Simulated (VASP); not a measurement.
# SrO (P6_3/mmc) in VASP: dielectric tensor with PBE

Aim: the dielectric tensor of SrO with PBE.

Program: VASP 6.6.1. These are calculated values, not measurements. Logs are shortened: lines on timing, memory, paths and dates and some standing lists are left out, and cuts for length are marked.

## (1) The cell of the first run

It takes space group P6_3/mmc (No. 194, hexagonal). Conventional cell: a = 3.547 Å, b = 3.547 Å, c = 6.208 Å, α = 90.00°, β = 90.00°, γ = 120.00°. Sr (site symmetry -6m2) has 6 O at 2.57 Å within 3.4 Å. Within 3.4 Å of O (site symmetry -3m) lie 6 Sr at 2.57 Å and 2 O at 3.10 Å.

## (2) Dielectric tensor, PBE

INCAR

```
PREC = Accurate ; ENCUT = 520
EDIFF = 1E-8 ; ISMEAR = 0
SIGMA = 0.01 ; LREAL = False
LASPH = True ; NELM = 60
ALGO = Normal ; ISIF = 2
LWAVE = False ; LCHARG = False
GGA = PE ; LEPSILON = True
```

KPOINTS

```
regular mesh
0
Gamma
  9 9 4
```

POSCAR

```
SrO
1.0
    3.5471277535      0.0000000000      0.0000000000
   -1.7735638768      3.0719027450      0.0000000000
    0.0000000000      0.0000000000      6.2083420173
Sr O
2 2
Direct
    0.3333333333      0.6666666667      0.2500000000
    0.6666666667      0.3333333333      0.7500000000
    0.0000000000      0.0000000000      0.0000000000
    0.0000000000      0.0000000000      0.5000000000
```

Potentials or basis: VASP PAW PBE potentials, release 64 (Sr_sv, O).

The run is started by

```console
> cat potpaw_PBE.64/Sr_sv/POTCAR potpaw_PBE.64/O/POTCAR > POTCAR
> mpirun -np 1 vasp_std > vasp.out
```

OUTCAR:

```text
PREC = Accurate
   ENCUT = 520
   EDIFF = 1E-8
   ISMEAR = 0
   LREAL = False
   LASPH = True
   NELM = 60
   ISIF = 2
   GGA = PE
   LEPSILON = True

 ion  position               nearest neighbor table
   1  0.333  0.667  0.250-   3 2.57   4 2.57   3 2.57   4 2.57   3 2.57   4 2.57   2 3.72   2 3.72
                             2 3.72   2 3.72   2 3.72   2 3.72
   2  0.667  0.333  0.750-   3 2.57   4 2.57   3 2.57   4 2.57   3 2.57   4 2.57   1 3.72   1 3.72
                             1 3.72   1 3.72   1 3.72   1 3.72
   3  0.000  0.000  0.000-   1 2.57   2 2.57   2 2.57   1 2.57   2 2.57   1 2.57
   4  0.000  0.000  0.500-   1 2.57   2 2.57   2 2.57   1 2.57   2 2.57   1 2.57

  LATTYP: Found a hexagonal cell.
 ALAT       =     3.5471277535
 C/A-ratio  =     1.7502448315

  Lattice vectors:

 A1 = (   3.5471277535,   0.0000000000,   0.0000000000)
 A2 = (  -1.7735638768,   3.0719027450,   0.0000000000)
 A3 = (   0.0000000000,   0.0000000000,   6.2083420173)

Analysis of symmetry for initial positions (statically):
=====================================================================
 Subroutine PRICEL returns:
 Original cell was already a primitive cell.

 Routine SETGRP: Setting up the symmetry group for a
 hexagonal supercell.

 Subroutine GETGRP returns: Found 24 space group operations
 (whereof 12 operations were pure point group operations)
 out of a pool of 24 trial point group operations.

The static configuration has the point symmetry D_3d.
 The point group associated with its full space group is D_6h.

Analysis of symmetry for dynamics (positions and initial velocities):
=====================================================================
 Subroutine PRICEL returns:
 Original cell was already a primitive cell.

 Routine SETGRP: Setting up the symmetry group for a
 hexagonal supercell.

 Subroutine GETGRP returns: Found 24 space group operations
 (whereof 12 operations were pure point group operations)
 out of a pool of 24 trial point group operations.

The dynamic configuration has the point symmetry D_3d.
 The point group associated with its full space group is D_6h.

 Subroutine INISYM returns: Found 24 space group operations
 (whereof 12 operations are pure point group operations),
 and found     1 'primitive' translations

----------------------------------------------------------------------------------------

                                     Primitive cell

  volume of cell :      67.6488

  direct lattice vectors                    reciprocal lattice vectors
     3.547127753  0.000000000  0.000000000     0.281918236  0.162765570  0.000000000
    -1.773563877  3.071902745  0.000000000     0.000000000  0.325531139  0.000000000
     0.000000000  0.000000000  6.208342017     0.000000000  0.000000000  0.161073600

  length of vectors
     3.547127753  3.547127754  6.208342017     0.325531139  0.325531139  0.161073600

  position of ions in fractional coordinates (direct lattice)
     0.333333333  0.666666667  0.250000000
     0.666666667  0.333333333  0.750000000
     0.000000000  0.000000000  0.000000000
     0.000000000  0.000000000  0.500000000

  ion indices of the primitive-cell ions
   primitive index   ion index
                 1           1
                 2           2
                 3           3
                 4           4

----------------------------------------------------------------------------------------

 KPOINTS: regular mesh

Automatic generation of k-mesh.
 Grid dimensions read from file:
 generate k-points for:    9    9    4

 Generating k-lattice:

  Cartesian coordinates                     Fractional coordinates (reciprocal lattice)
     0.031324248  0.018085063  0.000000000     0.111111111 -0.000000000  0.000000000
[... 87 lines left out ...]
   IVDW    =     0    specifies the selected vdW correction
   LEPSILON=     T    determine dielectric tensor
   LRPA    =     F    only Hartree local field effects (RPA)
 non-spin polarized calculation
 Gauss-broadening in eV      SIGMA  =   0.01
  energy-cutoff  :      520.00
  volume of cell :       67.65
 maximum number of plane-waves:      1847
 NGX is ok and might be reduce to    28
   NGX = 13   NGY = 13   NGZ = 23

--------------------------------------- Ionic step        1  -------------------------------------------

 number of electron      32.0000015 magnetization

 E-fermi :   2.3948     XC(G=0): -10.0441

 val. band max:        2.2322779094   @ k =   0.0000   0.0000   0.0000
 cond. band min:       5.3251416583   @ k =   0.4444  -0.0000   0.0000
 fundamental gap:      3.0928637489
 Fermi energy:         2.3948322900

 k-point     1 :       0.0000    0.0000    0.0000
  band No.  band energies     occupation
      1     -30.7399      2.00000
      2     -30.6300      2.00000
      3     -14.8842      2.00000
      4     -13.3297      2.00000
      5     -12.4077      2.00000
      6     -12.4077      2.00000
[... 541 lines left out ...]
     19       9.5316      0.00000
     20       9.5316      0.00000

 [... further k-points ...]

  FORCE on cell =-STRESS in cart. coord.  units (eV):
  Direction    XX          YY          ZZ          XY          YZ          ZX
  --------------------------------------------------------------------------------------
  -------------------------------------------------------------------------------------
  Total        1.0682792      1.0682792      0.9756532     -0.0000000      0.0000000     -0.0000000
  in kB       25.3008684     25.3008684     23.1071362     -0.0000000      0.0000000     -0.0000000
  external PRESSURE =      24.5696243 kB  Pullay stress =       0.0000000 kB

 VOLUME and BASIS-vectors are now :
 -----------------------------------------------------------------------------
  energy-cutoff  :      520.00
  volume of cell :       67.65
      direct lattice vectors                 reciprocal lattice vectors
     3.547127753  0.000000000  0.000000000     0.281918236  0.162765570  0.000000000
    -1.773563877  3.071902745  0.000000000     0.000000000  0.325531139  0.000000000
     0.000000000  0.000000000  6.208342017     0.000000000  0.000000000  0.161073600

 POSITION                                       TOTAL-FORCE (eV/Angst)
 -----------------------------------------------------------------------------------
     -0.00000      2.04794      1.55209        -0.000000     -0.000000     -0.000000
      1.77356      1.02397      4.65626         0.000000      0.000000      0.000000
      0.00000      0.00000      0.00000         0.000000      0.000000      0.000000
      0.00000      0.00000      3.10417         0.000000      0.000000      0.000000
 -----------------------------------------------------------------------------------
    total drift:                               -0.000000      0.000000      0.000000

  FREE ENERGIE OF THE ION-ELECTRON SYSTEM (eV)
  ---------------------------------------------------
  free  energy   TOTEN  =       -23.7328557856 eV

  energy  without entropy=      -23.7328557856  energy(sigma->0) =      -23.73285579

 HEAD OF MICROSCOPIC STATIC DIELECTRIC TENSOR (INDEPENDENT PARTICLE, excluding Hartree and local field effects)
 ------------------------------------------------------
           4.080577    -0.000000     0.000000
          -0.000000     4.080577     0.000000
          -0.000000     0.000000     4.184447
 ------------------------------------------------------

 Free energy of the ion-electron system (eV)
  ---------------------------------------------------
  ---------------------------------------------------
  free energy    TOTEN  =        -0.58994975 eV

  energy without entropy =       -0.58994975

------------------------ aborting loop because EDIFF is reached ----------------------------------------

--------------------------------------- Ionic step        2  -------------------------------------------

------------------------ aborting loop because EDIFF is reached ----------------------------------------

--------------------------------------- Ionic step        3  -------------------------------------------

 Free energy of the ion-electron system (eV)
  ---------------------------------------------------
  ---------------------------------------------------
  free energy    TOTEN  =        -0.62705062 eV

  energy without entropy =       -0.62705062

------------------------ aborting loop because EDIFF is reached ----------------------------------------

 PIEZOELECTRIC TENSOR FIELD DIRECTION 3  (e Angst)
 -----------------------------------------------------------------------------
    -0.00014  0.00000 -0.00000           ( -0.00002  0.00000 -0.00000)
    -0.00000 -0.00014  0.00000           (  0.00000 -0.00002  0.00000)
    -0.00000  0.00000 -0.00133           ( -0.00000  0.00000 -0.00005)

 PIEZOELECTRIC TENSOR FIELD DIRECTION 3  (C/m^2)
 -----------------------------------------------------------------------------
    -0.00003  0.00000 -0.00000
    -0.00000 -0.00003  0.00000
    -0.00000  0.00000 -0.00032

 MACROSCOPIC STATIC DIELECTRIC TENSOR (including local field effects in DFT)
 ------------------------------------------------------
           3.855385    -0.000000    -0.000000
          -0.000000     3.855385     0.000000
          -0.000000    -0.000000     4.072538
 ------------------------------------------------------

 PIEZOELECTRIC TENSOR (including local field effects)  for field in x, y, z        (e  Angst)
          XX          YY          ZZ          XY          YZ          ZX
  --------------------------------------------------------------------------------
  x     0.00000     0.00000     0.00000     0.00000     0.00000     0.00000
  y     0.00000     0.00000     0.00000     0.00000     0.00000     0.00000
  z     0.00000     0.00000     0.00000     0.00000     0.00000     0.00000

 PIEZOELECTRIC TENSOR (including local field effects)  for field in x, y, z        (C/m^2)
          XX          YY          ZZ          XY          YZ          ZX
  --------------------------------------------------------------------------------
  x     0.00000     0.00000     0.00000     0.00000     0.00000     0.00000
  y     0.00000     0.00000     0.00000     0.00000     0.00000     0.00000
  z     0.00000     0.00000     0.00000     0.00000     0.00000     0.00000

 BORN EFFECTIVE CHARGES (including local field effects) (in |e|, cummulative output)
 ---------------------------------------------------------------------------------
 ion    1
    1     2.23999    -0.00000     0.00000
    2    -0.00000     2.23999     0.00000
    3    -0.00000    -0.00000     2.58599
 ion    2
    1     2.23999    -0.00000     0.00000
    2    -0.00000     2.23999     0.00000
    3    -0.00000     0.00000     2.58599
 ion    3
    1    -2.23999     0.00000    -0.00000
    2     0.00000    -2.23999    -0.00000
    3     0.00000    -0.00000    -2.58599
 ion    4
    1    -2.23999     0.00000     0.00000
    2     0.00000    -2.23999     0.00000
    3    -0.00000     0.00000    -2.58599
```

It took 25 min on 1 thread of Intel Xeon 8259CL, shared host; peak memory 0.42 GiB.

What came out:

- Band gap on the k mesh: 3.09 eV (least direct gap 3.11 eV)
- Electronic dielectric tensor (diagonal): 3.86, 3.86, 4.07
- Born charges (mean of the diagonal): Sr +2.36; O -2.36 e

Levels at points of the mesh, in eV from the valence-band top:
```tsv
k point	band 14	band 15	band 16	band 17	band 18	band 19
(0.00, 0.00, 0.00)	-0.78	-0.78	0.00	3.11	5.03	5.13
(0.00, 0.00, 0.50)	-0.94	-0.94	-0.94	4.70	4.70	5.97
```

Electronic dielectric tensor:
```
3.86 0.00 0.00
0.00 3.86 0.00
0.00 0.00 4.07
```

Born effective charge tensors (e):
atom 1, Sr
```
2.24 0.00 0.00
0.00 2.24 0.00
0.00 0.00 2.59
```
atom 2, Sr
```
2.24 0.00 0.00
0.00 2.24 0.00
0.00 0.00 2.59
```
atom 3, O
```
-2.24  0.00  0.00
 0.00 -2.24  0.00
 0.00  0.00 -2.59
```
atom 4, O
```
-2.24  0.00  0.00
 0.00 -2.24  0.00
 0.00  0.00 -2.59
```

Caveat: an odd mesh through Γ misses points on the zone boundary, where band edges can lie.
